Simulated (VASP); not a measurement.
# ZrSi2 (P6/mmm) in VASP: further runs, part 2 of 2

VASP 6.6.1.

### Step 4. Single point, PBE

This run uses another cell than the first one, of 16.74 Å³/atom.

Contents of INCAR:

```
SYSTEM = ZrSi2
ALGO = Normal
EDIFF = 1E-6
ENCUT = 520
GGA = PE
ISIF = 2
ISMEAR = 0
LASPH = .True.
LCHARG = .True.
LELF = .True.
LREAL = .False.
LVHAR = .True.
LWAVE = .False.
NBANDS = 17
NELM = 60
PREC = Accurate
SIGMA = 0.1
```

Contents of KPOINTS:

```
k-points
0
Gamma
  6 6 6
  0 0 0
```

Contents of POSCAR:

```
ZrSi2
1.0
    4.0216367914      0.0000000000      0.0000000000
   -2.0108183957      3.4828396262      0.0000000000
    0.0000000000      0.0000000000      3.5861885478
Zr Si
1 2
Direct
    0.0000000000      0.0000000000      0.0000000000
    0.3333333333      0.6666666667      0.5000000000
    0.6666666667      0.3333333333      0.5000000000
```

Command:

```console
$ cat potpaw_PBE.64/Zr_sv/POTCAR potpaw_PBE.64/Si/POTCAR > POTCAR
$ mpirun -np 1 vasp_std > vasp.out
```

Wall time 41 s (1 thread of Intel Xeon Platinum 8259CL at 2.50GHz (Skylake/Cascade Lake), shared host); peak memory 0.17 GiB.

The run converged. Its results:

| Property | Result |
| --- | --- |
| Free energy | -20.2377 eV |
| Pressure | 0.3 GPa |
| Band gap on the k mesh | zero (bands 10 and 11 overlap by 1.70 eV) |

Stress tensor (GPa, compression positive):
```
0.31 0.00 0.00
0.00 0.31 0.00
0.00 0.00 0.20
```

Levels at points of the mesh, in eV from the Fermi level:
| k point | band 8 | band 9 | band 10 | band 11 | band 12 | band 13 |
| --- | --- | --- | --- | --- | --- | --- |
| (0.00, 0.00, 0.00) | -2.39 | -1.67 | -1.59 | 0.57 | 0.57 | 1.18 |
| (0.50, 0.00, 0.00) | -3.65 | -2.47 | 0.50 | 1.02 | 1.43 | 1.55 |
| (0.00, 0.00, 0.50) | -2.71 | -2.45 | -2.45 | -0.85 | -0.85 | 0.25 |
| (0.50, 0.00, 0.50) | -4.38 | -4.12 | -0.45 | 1.69 | 2.13 | 3.07 |

### Step 5. Relaxation of cell and atoms, PBE

Contents of INCAR:

```
SYSTEM = ZrSi2
  PREC = Accurate
  ENCUT = 600
  EDIFF = 1E-6
  ISMEAR = 0
  SIGMA = 0.1
  LREAL = .False.
  LASPH = .True.
  NELM = 100
  ALGO = Normal
  ISIF = 3
  LWAVE = .False.
  LCHARG = .False.
  GGA = PE
  IBRION = 2
  NSW = 90
  EDIFFG = -0.04
```

Contents of KPOINTS:

```
regular mesh
0
Gamma
  6 6 4
  0 0 0
```

Contents of POSCAR:

```
ZrSi2
1.0
    3.7316759159      0.0000000000      0.0000000000
   -1.8658379580      3.2317261419      0.0000000000
    0.0000000000      0.0000000000      4.0292181817
Zr Si
1 2
Direct
    0.0000000000      0.0000000000      0.0000000000
    0.3333333333      0.6666666667      0.5000000000
    0.6666666667      0.3333333333      0.5000000000
```

Potentials or basis: VASP PAW PBE potentials, release 64 (Zr_sv, Si).

Command:

```console
$ cat potpaw_PBE.64/Zr_sv/POTCAR potpaw_PBE.64/Si/POTCAR > POTCAR
$ mpirun -np 1 vasp_std > vasp.out
```

OUTCAR:

```text
SYSTEM = ZrSi2
   PREC = Accurate
   ENCUT = 600
   EDIFF = 1E-6
   ISMEAR = 0
   LREAL = .False.
   LASPH = .True.
   NELM = 100
   ISIF = 3
   GGA = PE
   IBRION = 2
   NSW = 90
   EDIFFG = -0.04

 ion  position               nearest neighbor table
   1  0.000  0.000  0.000-   2 2.95   3 2.95   2 2.95   3 2.95   3 2.95   3 2.95   2 2.95   2 2.95
                             3 2.95   3 2.95   2 2.95   2 2.95
   2  0.333  0.667  0.500-   3 2.15   3 2.15   3 2.15   1 2.95   1 2.95   1 2.95   1 2.95   1 2.95
                             1 2.95
   3  0.667  0.333  0.500-   2 2.15   2 2.15   2 2.15   1 2.95   1 2.95   1 2.95   1 2.95   1 2.95
                             1 2.95

  LATTYP: Found a hexagonal cell.
 ALAT       =     3.7316759159
 C/A-ratio  =     1.0797342193

  Lattice vectors:

 A1 = (   3.7316759159,   0.0000000000,   0.0000000000)
 A2 = (  -1.8658379580,   3.2317261419,   0.0000000000)
 A3 = (   0.0000000000,   0.0000000000,   4.0292181817)

Analysis of symmetry for initial positions (statically):
=====================================================================
 Subroutine PRICEL returns:
 Original cell was already a primitive cell.

 Routine SETGRP: Setting up the symmetry group for a
 hexagonal supercell.

 Subroutine GETGRP returns: Found 24 space group operations
 (whereof 24 operations were pure point group operations)
 out of a pool of 24 trial point group operations.

The static configuration has the point symmetry D_6h.

Analysis of symmetry for dynamics (positions and initial velocities):
[... 232 lines left out ...]

 number of electron      20.0000000 magnetization

 E-fermi :   9.6448     XC(G=0): -10.9174

 val. band max:        9.6292975280   @ k =   0.3333   0.3333   0.0000
 cond. band min:       9.7356550784   @ k =   0.1667   0.0000   0.2500
 fundamental gap:      0.1063575504
 Fermi energy:         9.6447779156

 k-point     1 :       0.0000    0.0000    0.0000
  band No.  band energies     occupation
      1     -40.1872      2.00000
      2     -18.1878      2.00000
      3     -18.1878      2.00000
      4     -18.1455      2.00000
      5      -3.0094      2.00000
      6       5.7442      2.00000
      7       5.7442      2.00000
      8       7.1278      2.00000
      9       7.3039      2.00000
     10       8.4858      2.00000
     11      10.3617      0.00000
     12      10.3617      0.00000
     13      10.5003      0.00000
     14      10.5003      0.00000
[... 559 lines left out ...]
--------------------------------------- Ionic step        9  -------------------------------------------

 number of electron      20.0000000 magnetization

 Free energy of the ion-electron system (eV)
  ---------------------------------------------------
  ext. energy  EPLUGINS =         0.00000000
  ---------------------------------------------------
  free energy    TOTEN  =       -20.24148037 eV

  energy without entropy =      -20.23115635  energy(sigma->0) =      -20.23631836

 E-fermi :  10.4030     XC(G=0): -11.2426

 val. band max:       10.3789934331   @ k =   0.3333   0.0000   0.2500
 cond. band min:      10.4855075962   @ k =   0.3333   0.1667   0.5000
 fundamental gap:      0.1065141632
 Fermi energy:        10.4030090802

 k-point     1 :       0.0000    0.0000    0.0000
  band No.  band energies     occupation
      1     -39.0980      2.00000
      2     -17.1413      2.00000
      3     -17.1413      2.00000
      4     -17.0489      2.00000
      5      -2.4459      2.00000
      6       6.1290      2.00000
      7       6.1290      2.00000
      8       8.0312      2.00000
      9       8.6825      2.00000
     10       8.9193      2.00000
     11      11.0285      0.00000
     12      11.0285      0.00000
     13      11.5749      0.00000
     14      11.5749      0.00000
[... 368 lines left out ...]
  FREE ENERGIE OF THE ION-ELECTRON SYSTEM (eV)
  ---------------------------------------------------
  free  energy   TOTEN  =       -20.2414803725 eV

  energy  without entropy=      -20.2311563458  energy(sigma->0) =      -20.23631836

 reached required accuracy - stopping structural energy minimisation
```

CONTCAR:

```text
ZrSi2
   1.00000000000000
     4.0126035897650478   -0.0000000000041747   -0.0000000000000000
    -2.0063017949399038    3.4750166441040937    0.0000000000000000
     0.0000000000000000   -0.0000000000000000    3.6054509379516939
  Zr              Si
     1     2
Direct
     1.0000000000000000    0.0000000000000000    0.0000000000000000
     0.3333333332999970    0.6666666667000030    0.5000000000000000
     0.6666666667000030    0.3333333332999970    0.5000000000000000

  0.00000000E+00  0.00000000E+00  0.00000000E+00
  0.00000000E+00  0.00000000E+00  0.00000000E+00
  0.00000000E+00  0.00000000E+00  0.00000000E+00
```

It took 2.8 min on 1 thread of Intel Xeon Platinum 8259CL at 2.50GHz (Skylake/Cascade Lake), shared host; peak memory 0.18 GiB.

Results:

```
Free energy                           : -20.2415 eV
Relaxed volume                        : 16.76 Å³/atom
Relaxed cell                          : a = 4.013 Å, b = 4.013 Å, c = 3.605 Å, α = 90.00°, β = 90.00°, γ = 120.00°
Space group after relaxing (to 0.1 Å) : P6/mmm (No. 191)
Energy gained by relaxing             : 221.3 meV/atom
Ionic steps                           : 9
Pressure after relaxing               : 0.0 GPa
Band gap on the k mesh                : zero (bands 10 and 11 overlap by 1.49 eV)
```

Step by step:
```tsv
step	energy change (eV)	largest force (eV/Å)	pressure (GPa)	volume (Å³)
1	0.0000	0.0000	10.90	48.59
2	-0.4517	0.0000	-10.01	56.28
3	-0.5154	0.0000	-6.31	53.97
4	-0.6633	0.0000	-0.44	50.44
5	-0.6633	0.0000	-0.47	50.47
6	-0.6633	0.0000	-0.63	50.54
7	-0.6634	0.0000	0.16	50.25
8	-0.6637	0.0000	-0.20	50.38
9	-0.6638	0.0000	0.02	50.27
```

Final structure:
```
Zr Si
1.0
     4.01260    0.00000    0.00000
    -2.00630    3.47502    0.00000
     0.00000    0.00000    3.60545
Zr Si
1 2
Direct
  0.00000 0.00000 0.00000
  0.33333 0.66667 0.50000
  0.66667 0.33333 0.50000
```

Caveat: the k points lie up to 0.44 Å⁻¹ apart in the final cell, too coarse for converged energies and pressures of a metal.

### Step 6. Relaxation of cell and atoms, PBE

This run uses another cell than the first one, of 16.76 Å³/atom.

Contents of INCAR:

```
PREC = Accurate ; ENCUT = 600
EDIFF = 1E-6 ; ISMEAR = 0
SIGMA = 0.1 ; LREAL = False
LASPH = True ; NELM = 100
ALGO = Normal ; ISIF = 3
LWAVE = False ; LCHARG = False
GGA = PE ; IBRION = 2
NSW = 90 ; EDIFFG = -0.04
```

Contents of KPOINTS:

```
Automatic mesh
0
Gamma
  6 6 6
```

Contents of POSCAR:

```
ZrSi2
1.0
    4.0130081687      0.0000000000      0.0000000000
   -2.0065040843      3.4753670197      0.0000000000
    0.0000000000      0.0000000000      3.6049137042
Zr Si
1 2
Direct
    0.0000000000      0.0000000000      0.0000000000
    0.3333333333      0.6666666667      0.5000000000
    0.6666666667      0.3333333333      0.5000000000
```

Potentials or basis: VASP PAW PBE potentials, release 64 (Zr_sv, Si).

Command:

```console
$ cat potpaw_PBE.64/Zr_sv/POTCAR potpaw_PBE.64/Si/POTCAR > POTCAR
$ mpirun -np 1 vasp_std > vasp.out
```

Wall time 78 s (1 thread of Intel Xeon Platinum 8259CL at 2.50GHz (Skylake/Cascade Lake), shared host); peak memory 0.18 GiB.

The run converged. Its results:

```yaml
Free_energy: -20.2379 eV
Relaxed_volume: 16.77 Å³/atom
Relaxed_cell: a = 4.025 Å, b = 4.025 Å, c = 3.586 Å, α = 90.00°, β = 90.00°, γ = 120.00°
Space_group_after_relaxing_to_0.1_Å: P6/mmm (No. 191)
Energy_gained_by_relaxing: 0.4 meV/atom
Ionic_steps: 4
Pressure_after_relaxing: 0.1 GPa
Band_gap_on_the_k_mesh: zero (bands 10 and 11 overlap by 1.70 eV)
```

Stress tensor (GPa, compression positive):
```
0.04 0.00 0.00
0.00 0.04 0.00
0.00 0.00 0.12
```

The path:
```
step  energy change (eV)  largest force (eV/Å)  pressure (GPa)  volume (Å³)
   1              0.0000                0.0000            0.32        50.28
   2             -0.0010                0.0000           -0.39        50.52
   3             -0.0011                0.0000           -0.25        50.47
   4             -0.0012                0.0000            0.07        50.32
```

Final structure:
```xyz
3
Lattice="4.0249 0.0000 0.0000 -2.0125 3.4857 0.0000 0.0000 0.0000 3.5865" Properties=species:S:1:pos:R:3 pbc="T T T"
Zr    0.0000    0.0000    3.5865
Si    0.0000    2.3238    1.7932
Si    2.0125    1.1619    1.7932
```

Levels at points of the mesh, in eV from the Fermi level:
| k point | band 7 | band 8 | band 9 | band 10 | band 11 | band 12 | band 13 | band 14 |
| --- | --- | --- | --- | --- | --- | --- | --- | --- |
| (0.00, 0.00, 0.00) | -4.33 | -2.38 | -1.65 | -1.60 | 0.57 | 0.57 | 1.18 | 1.18 |
| (0.50, 0.00, 0.00) | -4.42 | -3.65 | -2.46 | 0.50 | 1.01 | 1.42 | 1.55 | 2.89 |
| (0.00, 0.00, 0.50) | -2.71 | -2.71 | -2.44 | -2.44 | -0.85 | -0.85 | 0.24 | 1.93 |
| (0.50, 0.00, 0.50) | -5.21 | -4.37 | -4.11 | -0.44 | 1.69 | 2.12 | 3.07 | 3.33 |

### Step 7. Summary

| task | cell | k mesh | cutoff (eV) | gap on the mesh (eV) | pressure (GPa) | relaxed volume (Å³/atom) |
| --- | --- | --- | --- | --- | --- | --- |
| single point | a = 3.732, b = 3.732, c = 4.029 Å, angles 90.0, 90.0, 120.0°, 3 atoms | 6 × 6 × 4 | 520 | none | 10.9 | - |
| single point | a = 4.013, b = 4.013, c = 3.605 Å, angles 90.0, 90.0, 120.0°, 3 atoms | 6 × 6 × 4 | 520 | none | 0.0 | - |
| single point | a = 4.022, b = 4.022, c = 3.586 Å, angles 90.0, 90.0, 120.0°, 3 atoms | 6 × 6 × 6 | 520 | none | 0.3 | - |
| relaxation of cell and atoms | relaxed from a = 3.732, b = 3.732, c = 4.029 Å, angles 90.0, 90.0, 120.0°, 3 atoms | 6 × 6 × 4 | 600 | none | 0.0 | 16.76 |
| relaxation of cell and atoms | relaxed from a = 4.013, b = 4.013, c = 3.605 Å, angles 90.0, 90.0, 120.0°, 3 atoms | 6 × 6 × 6 | 600 | none | 0.1 | 16.77 |

Alike in all rows: level PBE; potentials or basis VASP PAW PBE potentials, release 64 (Zr_sv, Si); no spin polarisation; smearing gaussian 0.1 eV.

Caveats: some runs use coarse meshes.

Absolute energies hang on the potentials; compare differences alone.
